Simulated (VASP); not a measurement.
# Ni (Fm-3m) in VASP: a series of runs

Ni is run at these levels: PBE; tasks: single point.

Everything below comes from runs of VASP 6.6.1. Logs are shortened: lines on timing, memory, paths and dates and some standing lists are left out, and cuts for length are marked.

**1. The cell of the first run**

It takes space group Fm-3m (No. 225, cubic). The conventional cell has a = 3.571 Å, b = 3.571 Å, c = 3.571 Å, α = 90.00°, β = 90.00°, γ = 90.00°. Within 3.3 Å of Ni (site symmetry m-3m) lie 12 Ni at 2.53 Å.

**2. Single point, PBE, collinear spin, ferromagnetic start**

Input file INCAR:

```
SYSTEM = Ni
ALGO = Normal ; EDIFF = 1E-6
ENCUT = 520 ; GGA = PE
ISIF = 2 ; ISMEAR = -1
ISPIN = 2 ; LASPH = .TRUE.
LCHARG = .TRUE. ; LELF = .TRUE.
LMAXMIX = 4 ; LORBIT = 11
LREAL = .FALSE. ; LVHAR = .TRUE.
LWAVE = .FALSE. ; MAGMOM = 1.96
NBANDS = 15 ; NELM = 150
NUPDOWN = 1.96 ; PREC = Accurate
SIGMA = 0.1
```

Input file KPOINTS:

```
k-points
0
G
  12 12 12
  0 0 0
```

Input file POSCAR:

```
Ni
1.0
    0.0000000000      1.7855000000      1.7855000000
    1.7855000000      0.0000000000      1.7855000000
    1.7855000000      1.7855000000      0.0000000000
Ni
1
Direct
    0.0000000000      0.0000000000      0.0000000000
```

Potentials or basis: VASP PAW PBE potentials, release 64 (Ni).

The run is started by

```console
$ cat potpaw_PBE.64/Ni/POTCAR > POTCAR
$ mpirun -np 1 vasp_std > vasp.out
```

OUTCAR:

```text
SYSTEM = Ni
   EDIFF = 1E-6
   ENCUT = 520
   GGA = PE
   ISIF = 2
   ISMEAR = -1
   ISPIN = 2
   LASPH = .TRUE.
   LORBIT = 11
   LREAL = .FALSE.
   NELM = 150
   NUPDOWN = 1.96
   PREC = Accurate

 ion  position               nearest neighbor table
   1  0.000  0.000  0.000-

  LATTYP: Found a face centered cubic cell.
 ALAT       =     3.5710000000

  Lattice vectors:

 A1 = (   0.0000000000,   1.7855000000,   1.7855000000)
 A2 = (   1.7855000000,   0.0000000000,   1.7855000000)
 A3 = (   1.7855000000,   1.7855000000,   0.0000000000)

Analysis of symmetry for initial positions (statically):
=====================================================================
 Subroutine PRICEL returns:
 Original cell was already a primitive cell.

 Routine SETGRP: Setting up the symmetry group for a
 face centered cubic supercell.

 Subroutine GETGRP returns: Found 48 space group operations
 (whereof 48 operations were pure point group operations)
 out of a pool of 48 trial point group operations.

The static configuration has the point symmetry O_h .

Analysis of symmetry for dynamics (positions and initial velocities):
=====================================================================
 Subroutine PRICEL returns:
 Original cell was already a primitive cell.

 Routine SETGRP: Setting up the symmetry group for a
 face centered cubic supercell.

 Subroutine GETGRP returns: Found 48 space group operations
 (whereof 48 operations were pure point group operations)
 out of a pool of 48 trial point group operations.

The dynamic configuration has the point symmetry O_h .

Analysis of structural, dynamic, and magnetic symmetry:
=====================================================================
 Subroutine PRICEL returns:
 Original cell was already a primitive cell.

 Routine SETGRP: Setting up the symmetry group for a
 face centered cubic supercell.

 Subroutine GETGRP returns: Found 48 space group operations
 (whereof 48 operations were pure point group operations)
 out of a pool of 48 trial point group operations.

The overall configuration has the point symmetry O_h .

 Subroutine INISYM returns: Found 48 space group operations
 (whereof 48 operations are pure point group operations),
 and found     1 'primitive' translations

----------------------------------------------------------------------------------------

                                     Primitive cell

  volume of cell :      11.3844

  direct lattice vectors                    reciprocal lattice vectors
     0.000000000  1.785500000  1.785500000    -0.280033604  0.280033604  0.280033604
     1.785500000  0.000000000  1.785500000     0.280033604 -0.280033604  0.280033604
     1.785500000  1.785500000  0.000000000     0.280033604  0.280033604 -0.280033604

  length of vectors
     2.525078316  2.525078316  2.525078316     0.485032430  0.485032430  0.485032430

  position of ions in fractional coordinates (direct lattice)
     0.000000000  0.000000000  0.000000000

  ion indices of the primitive-cell ions
   primitive index   ion index
                 1           1

----------------------------------------------------------------------------------------

 KPOINTS: k-points

Automatic generation of k-mesh.
 Grid dimensions read from file:
 generate k-points for:   12   12   12

 Generating k-lattice:

  Cartesian coordinates                     Fractional coordinates (reciprocal lattice)
    -0.023336134  0.023336134  0.023336134     0.083333333  0.000000000  0.000000000
     0.023336134 -0.023336134  0.023336134     0.000000000  0.083333333  0.000000000
     0.023336134  0.023336134 -0.023336134     0.000000000  0.000000000  0.083333333

  Length of vectors
     0.040419369  0.040419369  0.040419369

  Shift w.r.t. Gamma in fractional coordinates (k-lattice)
     0.000000000  0.000000000  0.000000000

 Subroutine IBZKPT returns following result:
 ===========================================

 Found     72 irreducible k-points:

 Following reciprocal coordinates:
            Coordinates               Weight
  0.000000  0.000000  0.000000      1.000000
  0.083333  0.000000  0.000000      8.000000
  0.166667  0.000000  0.000000      8.000000
  0.250000  0.000000  0.000000      8.000000
  0.333333  0.000000  0.000000      8.000000
  0.416667  0.000000  0.000000      8.000000
[... 16 lines left out ...]
  0.500000  0.166667  0.000000     24.000000
 -0.416667  0.166667  0.000000     24.000000
 [... further k-points ...]
   k-points           NKPTS =     72   k-points in BZ     NKDIM =     72   number of bands    NBANDS=     15
   number of dos      NEDOS =    301   number of ions     NIONS =      1
   total plane-waves  NPLWV =   8000
   dimension x,y,z NGX =    20 NGY =   20 NGZ =   20
   dimension x,y,z NGXF=    40 NGYF=   40 NGZF=   40
   ions per type =               1
   NGX,Y,Z   is equivalent  to a cutoff of  13.17, 13.17, 13.17 a.u.
   NGXF,Y,Z  is equivalent  to a cutoff of  26.34, 26.34, 26.34 a.u.
 SYSTEM =  Ni
   PREC   = accura    normal or accurate (medium, high low for compatibility)
   ISTART =      0    job   : 0-new  1-cont  2-samecut
   ICHARG =      2    charge: 1-file 2-atom 10-const
   ISPIN  =      2    spin polarized calculation?
   LNONCOLLINEAR =      F non collinear calculations
   LSORBIT =      F    spin-orbit coupling
   LASPH  =      T    aspherical Exc in radial PAW
   ENCUT  =  520.0 eV  38.22 Ry    6.18 a.u.   4.69  4.69  4.69*2*pi/ulx,y,z
   NELM   =    150;   NELMIN=  2; NELMDL= -5     # of ELM steps
   EDIFF  = 0.1E-05   stopping-criterion for ELM
   LREAL  =      F    real-space projection
   EDIFFG = 0.1E-04   stopping-criterion for IOM
   NSW    =      0    number of steps for IOM
   IBRION =     -1    ionic relax: 0-MD 1-quasi-New 2-CG
   NFREE  =      0    steps in history (QN), initial steepest desc. (CG)
   ISIF   =      2    stress and relaxation
   ISYM   =      2    0-nonsym 1-usesym 2-fastsym
   POTIM  = 0.5000    time-step for ionic-motion
   TEBEG  =    0.0;   TEEND  =   0.0 temperature during run
   PSTRESS=    0.0 pullay stress
   NELECT =      10.0000    total number of electrons
   NUPDOWN=       1.9600    fix difference up-down
   EMIN   =  10.00;   EMAX   =-10.00  energy-range for DOS
   EFERMI =   0.00;   METHOD = LEGACY
   ISMEAR =    -1;   SIGMA  =   0.10  broadening in eV -4-tet -1-fermi 0-gaus
   EFERMI_NEDOS =   21; number of points for ismear=-14 and -15
   IALGO  =     38    algorithm
   IMIX   =      4    mixing-type and parameters
     AMIX     =   0.40;   BMIX     =  1.00
     AMIX_MAG =   1.60;   BMIX_MAG =  1.00
  volume/ion in A,a.u.               =      11.38        76.83
  Fermi-wavevector in a.u.,A,eV,Ry     =   1.567852  2.962810 33.445282  2.458159
  Thomas-Fermi vector in A             =   2.669970
   LORBIT       =     11    0 simple, 1 ext, 2 COOP (PROOUT), +10 PAW based schemes
   GGA     = PE    functional components
   LHFCALC =     F    Hartree Fock is set to
   AEXX    =    0.0000 exact exchange contribution
   IVDW    =     0    specifies the selected vdW correction
   LEPSILON=     F    determine dielectric tensor
   LRPA    =     F    only Hartree local field effects (RPA)
 spin polarized calculation
  energy-cutoff  :      520.00
  volume of cell :       11.38
 maximum number of plane-waves:       331
   NGX =  9   NGY =  9   NGZ =  9

 number of electron      10.0000000 magnetization       1.9600000

 number of electron       9.9999999 magnetization       1.9600000

 Free energy of the ion-electron system (eV)
  ---------------------------------------------------
  ext. energy  EPLUGINS =         0.00000000
  ---------------------------------------------------
  free energy    TOTEN  =        -3.91892583 eV

  energy without entropy =       -3.86876983  energy(sigma->0) =       -3.89384783

 E-fermi :   7.9283     XC(G=0): -13.0801

 val. band max:       13.4215972710   @ k =  -0.4167   0.1667   0.0833
 cond. band min:       7.9593770141   @ k =   0.3333   0.3333   0.0000
 fundamental gap:     -5.4622202570
 Fermi energy:        13.5085100844

 spin component 1

 k-point     1 :       0.0000    0.0000    0.0000
  band No.  band energies     occupation
      1      -0.3828      1.00000
      2       5.1567      1.00000
      3       5.1567      1.00000
      4       5.1567      1.00000
      5       6.0910      1.00000
      6       6.0910      1.00000
      7      31.6710      0.00000
      8      35.1491      0.00000
      9      35.1491      0.00000
     10      35.1491      0.00000
     11      37.7513      0.00000
     12      37.7513      0.00000
     13      37.7513      0.00000
     14      41.1001      0.00000
     15      46.7508      0.00000

 k-point     2 :       0.0833    0.0000    0.0000
  band No.  band energies     occupation
      1      -0.1218      1.00000
      2       5.1024      1.00000
      3       5.2081      1.00000
      4       5.2081      1.00000
      5       6.0719      1.00000
      6       6.0719      1.00000
      7      30.3574      0.00000
      8      32.9881      0.00000
      9      34.4939      0.00000
     10      34.4940      0.00000
     11      38.7192      0.00000
     12      38.7192      0.00000
     13      39.2036      0.00000
     14      43.1832      0.00000
     15      44.6447      0.00000
[... 365 lines left out ...]
      3       5.4120      1.00000
      4       5.4985      1.00000
      5       6.7302      1.00000
      6       9.4776      1.00000
      7      14.5023      0.00005
      8      25.3992      0.00000
      9      27.9758      0.00000
     10      30.0610      0.00000
     11      40.1149      0.00000
     12      40.2969      0.00000
     13      44.2474      0.00000
     14      46.4397      0.00000
     15      51.9613      0.00000

 k-point    24 :      -0.4167    0.1667    0.0000
  band No.  band energies     occupation
      1       3.6803      1.00000
      2       4.8375      1.00000
      3       5.4607      1.00000
      4       5.5232      1.00000
      5       6.5984      1.00000
      6      10.0485      1.00000
      7      13.7937      0.05461
      8      24.4138      0.00000
      9      29.0503      0.00000
     10      30.4069      0.00000
     11      39.2190      0.00000
     12      39.7990      0.00000
     13      46.3084      0.00000
     14      48.9131      0.00000
     15      50.2511      0.00000

 [... further k-points ...]

 spin component 2

 k-point     1 :       0.0000    0.0000    0.0000
  band No.  band energies     occupation
      1       0.4417      1.00000
      2       6.8645      0.99998
      3       6.8645      0.99998
      4       6.8645      0.99998
      5       7.8138      0.75849
      6       7.8138      0.75849
      7      32.4765      0.00000
      8      36.0012      0.00000
      9      36.0012      0.00000
     10      36.0012      0.00000
     11      38.7572      0.00000
     12      38.7572      0.00000
     13      38.7572      0.00000
     14      41.9236      0.00000
     15      47.7015      0.00000

 k-point     2 :       0.0833    0.0000    0.0000
  band No.  band energies     occupation
      1       0.7035      1.00000
      2       6.8013      0.99999
      3       6.9190      0.99996
      4       6.9190      0.99996
      5       7.7927      0.79507
      6       7.7927      0.79507
      7      31.2593      0.00000
      8      33.8258      0.00000
      9      35.3940      0.00000
     10      35.3940      0.00000
     11      39.6683      0.00000
     12      39.6683      0.00000
     13      40.0825      0.00000
     14      44.0533      0.00000
     15      45.6058      0.00000
[... 365 lines left out ...]
      3       6.9594      0.99994
      4       7.1872      0.99940
      5       8.5350      0.00231
      6      10.7201      0.00000
      7      15.6661      0.00000
      8      26.3646      0.00000
      9      28.8973      0.00000
     10      30.9791      0.00000
     11      41.0284      0.00000
     12      41.1879      0.00000
     13      45.1704      0.00000
     14      47.6028      0.00000
     15      54.9660      0.00000

 k-point    24 :      -0.4167    0.1667    0.0000
  band No.  band energies     occupation
      1       5.1031      1.00000
      2       6.4136      1.00000
      3       7.0497      0.99985
      4       7.1435      0.99961
      5       8.3960      0.00922
      6      11.2336      0.00000
      7      15.0057      0.00000
      8      25.3846      0.00000
      9      29.9777      0.00000
     10      31.2967      0.00000
     11      40.1449      0.00000
     12      40.7026      0.00000
     13      47.3330      0.00000
     14      50.0266      0.00000
     15      51.1698      0.00000

 [... further k-points ...]
[... 5 lines left out ...]
  --------------------------------------------------------------------------------------
  -------------------------------------------------------------------------------------
  Total        1.0719022      1.0719022      1.0719022      0.0000000      0.0000000      0.0000000
  in kB      150.8537719    150.8537719    150.8537719      0.0000000      0.0000000      0.0000000
  external PRESSURE =     150.8537719 kB  Pullay stress =       0.0000000 kB

 VOLUME and BASIS-vectors are now :
 -----------------------------------------------------------------------------
  energy-cutoff  :      520.00
  volume of cell :       11.38
      direct lattice vectors                 reciprocal lattice vectors
     0.000000000  1.785500000  1.785500000    -0.280033604  0.280033604  0.280033604
     1.785500000  0.000000000  1.785500000     0.280033604 -0.280033604  0.280033604
     1.785500000  1.785500000  0.000000000     0.280033604  0.280033604 -0.280033604

 POSITION                                       TOTAL-FORCE (eV/Angst)
 -----------------------------------------------------------------------------------
      0.00000      0.00000      0.00000        -0.000000      0.000000     -0.000000
 -----------------------------------------------------------------------------------
    total drift:                               -0.000000     -0.000000     -0.000000

  FREE ENERGIE OF THE ION-ELECTRON SYSTEM (eV)
  ---------------------------------------------------
  free  energy   TOTEN  =        -3.9189258336 eV

  energy  without entropy=       -3.8687698252  energy(sigma->0) =       -3.89384783

 total charge

# of ion       s       p       d       tot
------------------------------------------
    1        0.522   0.607   8.035   9.165

 magnetization (x)

# of ion       s       p       d       tot
------------------------------------------
    1        0.070   0.211   1.546   1.827
```

Run time: 26 s. Hardware: 1 thread of AMD EPYC 9R14 (Zen 4), shared host; peak memory 0.11 GiB.

What came out:

* Free energy: -3.9189 eV
* Pressure: 15.1 GPa
* Net moment: 1.96 μB per cell
* Site moments: Ni +1.83 μB
* Valence electrons inside the program's atomic spheres: Ni 9.16

Caveat: the total moment is fixed, so each spin has its own Fermi level.

**3. Single point, PBE, collinear spin, ferromagnetic start**

Input file INCAR:

```
SYSTEM = Ni
PREC = Accurate
ENCUT = 520
EDIFF = 1E-6
ISMEAR = -1
SIGMA = 0.1
LREAL = .False.
LASPH = .True.
NELM = 150
ALGO = Normal
ISIF = 2
LWAVE = .False.
LCHARG = .False.
ISPIN = 2
MAGMOM = 0.24
LORBIT = 11
NUPDOWN = 0.24
LMAXMIX = 4
GGA = PE
NBANDS = 15
```

Input file KPOINTS:

```
Automatic mesh
0
Gamma
  12 12 12
  0 0 0
```

POSCAR is that of step 2.

Potentials or basis: VASP PAW PBE potentials, release 64 (Ni).

The run is started by

```console
$ cat potpaw_PBE.64/Ni/POTCAR > POTCAR
$ mpirun -np 1 vasp_std > vasp.out
```

It took 23 s on 1 thread of AMD EPYC 9R14 (Zen 4), shared host; peak memory 0.11 GiB.

It converged, with:

- Free energy: -5.4614 eV
- Pressure: -8.3 GPa
- Net moment: 0.24 μB per cell
- Site moments: Ni +0.25 μB
- Valence electrons inside the program's atomic spheres: Ni 9.24

Caveat: the total moment is fixed, so each spin has its own Fermi level.

[end of part 1 of 2]
